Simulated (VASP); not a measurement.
# B (Fd-3m) in VASP: notebook, part 2 of 2

VASP 6.6.1. The steps go on from the part before.

## Step 5: Single point, r2SCAN

POSCAR

```
B
1.0
    0.0000000000      1.9604330000      1.9604330000
    1.9604330000      0.0000000000      1.9604330000
    1.9604330000      1.9604330000      0.0000000000
B
2
Direct
    0.0000000000      0.0000000000      0.0000000000
    0.2500000000      0.2500000000      0.2500000000
```

INCAR.step1

```
SYSTEM = B
PREC = Accurate
ENCUT = 520
ISMEAR = 1
SIGMA = 0.0203
LREAL = .False.
LASPH = .True.
NELM = 100
NBANDS = 10
GGA = PE
ALGO = Normal
EDIFF = 1E-4
LWAVE = .True.
LCHARG = .False.
```

INCAR.step2

```
SYSTEM = B
PREC = Accurate
ENCUT = 520
EDIFF = 1E-7
ISMEAR = 1
SIGMA = 0.0203
LREAL = .False.
LASPH = .True.
NELM = 100
ALGO = Normal
ISIF = 2
LWAVE = .False.
LCHARG = .False.
METAGGA = R2SCAN
LMIXTAU = .True.
NBANDS = 10
ISTART = 1
```

KPOINTS

```
regular mesh
0
Gamma
  10 10 10
  0 0 0
```

Potentials or basis: VASP PAW PBE potentials, release 64 (B).

Launch:

```sh
$ cat potpaw_PBE.64/B/POTCAR > POTCAR
$ cp INCAR.step1 INCAR
$ mpirun -np 1 vasp_std > vasp.out
$ cp INCAR.step2 INCAR
$ mpirun -np 1 vasp_std > vasp.out
```

OUTCAR:

```text
SYSTEM = B
   PREC = Accurate
   ENCUT = 520
   EDIFF = 1E-7
   ISMEAR = 1
   LREAL = .False.
   LASPH = .True.
   NELM = 100
   ISIF = 2
   METAGGA = R2SCAN
   ISTART = 1

 ion  position               nearest neighbor table
   1  0.000  0.000  0.000-   2 1.70   2 1.70   2 1.70   2 1.70
   2  0.250  0.250  0.250-   1 1.70   1 1.70   1 1.70   1 1.70

  LATTYP: Found a face centered cubic cell.
 ALAT       =     3.9208660000

  Lattice vectors:

 A1 = (   0.0000000000,   1.9604330000,   1.9604330000)
 A2 = (   1.9604330000,   0.0000000000,   1.9604330000)
 A3 = (   1.9604330000,   1.9604330000,   0.0000000000)

Analysis of symmetry for initial positions (statically):
=====================================================================
 Subroutine PRICEL returns:
 Original cell was already a primitive cell.

 Routine SETGRP: Setting up the symmetry group for a
 face centered cubic supercell.

[... 165 lines left out ...]
  free energy    TOTEN  =       -12.59551138 eV

  energy without entropy =      -12.59547881  energy(sigma->0) =      -12.59550052

 E-fermi :   4.4496     XC(G=0): -12.3149

 val. band max:        4.3434954326   @ k =  -0.4000   0.3000   0.0000
 cond. band min:       4.4626186640   @ k =  -0.3000   0.3000   0.1000
 fundamental gap:      0.1191232314
 Fermi energy:         4.4496095841

 k-point     1 :       0.0000    0.0000    0.0000
  band No.  band energies     occupation
      1      -9.9859      2.00000
      2       9.2160      0.00000
      3       9.2160      0.00000
      4       9.2160      0.00000
      5      13.6647      0.00000
      6      13.6647      0.00000
      7      13.6647      0.00000
      8      24.1561      0.00000
      9      26.1590      0.00000
     10      29.5596      0.00000
[... 287 lines left out ...]
 k-point    24 :       0.4000    0.3000    0.0000
  band No.  band energies     occupation
      1      -5.9027      2.00000
      2       2.1251      2.00000
      3       3.3312      2.00000
      4       3.8768      2.00000
      5      12.8962      0.00000
      6      15.1915      0.00000
      7      22.3760      0.00000
      8      22.7192      0.00000
      9      29.7864      0.00000
     10      30.6053      0.00000

 [... further k-points ...]
[... 5 lines left out ...]
  --------------------------------------------------------------------------------------
  -------------------------------------------------------------------------------------
  Total        2.0278512      2.0278512      2.0278512     -0.0000000      0.0000000      0.0000000
  in kB      215.6059090    215.6059090    215.6059090     -0.0000000      0.0000000      0.0000000
  external PRESSURE =     215.6059090 kB  Pullay stress =       0.0000000 kB

 VOLUME and BASIS-vectors are now :
 -----------------------------------------------------------------------------
  energy-cutoff  :      520.00
  volume of cell :       15.07
      direct lattice vectors                 reciprocal lattice vectors
     0.000000000  1.960433000  1.960433000    -0.255045697  0.255045697  0.255045697
     1.960433000  0.000000000  1.960433000     0.255045697 -0.255045697  0.255045697
     1.960433000  1.960433000  0.000000000     0.255045697  0.255045697 -0.255045697

 POSITION                                       TOTAL-FORCE (eV/Angst)
 -----------------------------------------------------------------------------------
      0.00000      0.00000      0.00000        -0.000000     -0.000000     -0.000000
      0.98022      0.98022      0.98022         0.000000      0.000000      0.000000
 -----------------------------------------------------------------------------------
    total drift:                               -0.000000      0.000000      0.000000

  FREE ENERGIE OF THE ION-ELECTRON SYSTEM (eV)
  ---------------------------------------------------
  free  energy   TOTEN  =       -12.5955113802 eV

  energy  without entropy=      -12.5954788140  energy(sigma->0) =      -12.59550052
```

OUTCAR.step1:

```text
SYSTEM = B
   PREC = Accurate
   ENCUT = 520
   ISMEAR = 1
   LREAL = .False.
[... 537 lines left out ...]
      0.00000      0.00000      0.00000         0.000000      0.000000      0.000000
      0.98022      0.98022      0.98022        -0.000000     -0.000000     -0.000000
 -----------------------------------------------------------------------------------
    total drift:                               -0.000000      0.000000      0.000000

  FREE ENERGIE OF THE ION-ELECTRON SYSTEM (eV)
  ---------------------------------------------------
  free  energy   TOTEN  =       -11.4199205770 eV

  energy  without entropy=      -11.4198880108  energy(sigma->0) =      -11.41990972
```

OSZICAR.step1:

```text
N       E                     dE             d eps       ncg     rms          rms(c)
DAV:   1     0.340697960358E+00    0.34070E+00   -0.32471E+03   964   0.554E+02
DAV:   2    -0.115138044130E+02   -0.11855E+02   -0.11432E+02  1238   0.923E+01
DAV:   3    -0.116825792308E+02   -0.16877E+00   -0.16864E+00  1148   0.823E+00
DAV:   4    -0.116827007210E+02   -0.12149E-03   -0.12149E-03  1062   0.229E-01
DAV:   5    -0.116827007607E+02   -0.39663E-07   -0.40155E-07  1060   0.483E-03    0.332E+00
DAV:   6    -0.114933263221E+02    0.18937E+00   -0.85106E-02  1010   0.180E+00    0.199E+00
DAV:   7    -0.114193742766E+02    0.73952E-01   -0.11803E-01  1112   0.211E+00    0.289E-01
DAV:   8    -0.114199135965E+02   -0.53932E-03   -0.21310E-03  1028   0.369E-01    0.310E-02
DAV:   9    -0.114199205770E+02   -0.69805E-05   -0.41571E-05   800   0.440E-02
   1 F= -.11419921E+02 E0= -.11419910E+02  d E =-.325662E-04
```

It used 18 s of CPU time on 1 thread of Intel Xeon 6975P-C (shared host).

Results:

```
Free energy            : -12.5955 eV
Pressure               : 21.6 GPa
Band gap on the k mesh : zero (band 3 reaches 9.22 eV, above the bottom of band 4 at 1.07 eV)
```

Caveat: the PAW data sets were made with another functional, which shifts forces and pressure a little.

## Step 6: The runs side by side

```tsv
level	k mesh	gap on the mesh (eV)	pressure (GPa)
PBE	8 × 8 × 8	none	21.0
r2SCAN	8 × 8 × 8	none	21.6
r2SCAN	10 × 10 × 10	none	21.6
```

Alike in all rows: task single point; potentials or basis VASP PAW PBE potentials, release 64 (B); no spin polarisation; cell as given; cutoff (eV) 520; smearing methfessel-paxton 0.0203 eV.

Every run on the cell as given and a fine mesh finds a metal. The pressure there spans 21.0 GPa (PBE) to 21.6 GPa (r2SCAN); a positive pressure means that this level wants a larger cell, a negative one a smaller.

Caveats: the PAW data sets were made with another functional, which shifts forces and pressure a little (some runs).

Total energies depend on the potentials used, so only differences within one code and one set of settings carry meaning.
